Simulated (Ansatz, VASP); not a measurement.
## Two plane-wave programs on ZnO

Contents of POSCAR:

```
ZnO
1.0
    3.2494000000      0.0000000000      0.0000000000
   -1.6247000000      2.8140629500      0.0000000000
    0.0000000000      0.0000000000      5.2038000000
Zn O
2 2
Direct
    0.3333333300      0.6666666700      0.0000000000
    0.6666666700      0.3333333300      0.5000000000
    0.3333333300      0.6666666700      0.3830000000
    0.6666666700      0.3333333300      0.8830000000
```

The input INCAR.step1:

```
PREC     = Accurate       # precision mode
ENCUT    = 910            # plane-wave cutoff, eV
ISMEAR   = 0              # smearing method
SIGMA    = 0.1            # smearing width, eV
LREAL    = False          # projectors in reciprocal space
LASPH    = True           # aspherical terms in the spheres
NELM     = 120            # most SCF steps
NBANDS   = 26             # bands
GGA      = PE             # functional
ALGO     = Normal         # electronic algorithm
EDIFF    = 1E-5           # SCF threshold, eV
LWAVE    = True           # write WAVECAR
LCHARG   = False          # write CHGCAR
GGA_COMPAT= False
```

File INCAR.step2:

```
PREC     = Accurate       # precision mode
ENCUT    = 910            # plane-wave cutoff, eV
EDIFF    = 1E-6           # SCF threshold, eV
ISMEAR   = 0              # smearing method
SIGMA    = 0.1            # smearing width, eV
LREAL    = False          # projectors in reciprocal space
LASPH    = True           # aspherical terms in the spheres
NELM     = 120            # most SCF steps
ALGO     = Normal         # electronic algorithm
ISIF     = 2              # what is computed and relaxed
LWAVE    = False          # write WAVECAR
LCHARG   = False          # write CHGCAR
METAGGA  = R2SCAN         # meta-GGA
LMIXTAU  = True         
NBANDS   = 26             # bands
ISTART   = 1            
GGA_COMPAT= False
```

KPOINTS

```
regular mesh
0
Gamma
  6 6 4
```

Input for Ansatz:

```yaml
crystal:
  lattice:
    - [3.2494, 0.0, 0.0]
    - [-1.6247, 2.81406295, 0.0]
    - [0.0, 0.0, 5.2038]
  atoms:
    - { symbol: Zn, position: [0.33333333, 0.66666667, 0.0] }
    - { symbol: Zn, position: [0.66666667, 0.33333333, 0.5] }
    - { symbol: O, position: [0.33333333, 0.66666667, 0.383] }
    - { symbol: O, position: [0.66666667, 0.33333333, 0.883] }
basis:
  ecutwfc: 500
kpoints:
  mp_grid: { grid: [6, 6, 4] }
hamiltonian:
  xc: r2scan
  pseudopotentials: { kind: paw, azcp: { folder: soft_1 } }
scf:
  occupations: { method: gaussian, width: 0.1 }
output:
  forces: true
  stress: true
  eigenvalues: true
```

Alike in both runs: task single point; functional r2SCAN; k mesh 6 × 6 × 4; occupations gaussian, width 0.1 eV; no spin polarisation.

|  | VASP | Ansatz |
| --- | --- | --- |
| version | VASP 6.6.1 | Ansatz 0.2.0 |
| potentials or method | VASP PAW PBE potentials, release 64 (Zn, O_h), cutoff 910 eV | scalar-relativistic, plane waves, PAW |
| valence electrons in the cell | 36 | 36 |

```csv
,VASP,Ansatz,Ansatz less VASP
gap on the k mesh at the Fermi level (eV),1.23,1.23,-0.001
least direct gap on the mesh (eV),1.23,1.23,-0.001
rms of the force components (eV/Å),0.036,0.034,-0.0025
```

VASP's potentials were made for PBE, not for r2SCAN. Atom by atom the forces differ by 0.003 eV/Å (rms over components). With one functional, cell and mesh, what is left measures potentials, basis and numerics.

Noted on VASP's run: the cutoff is short for stress, so the pressure is rough.
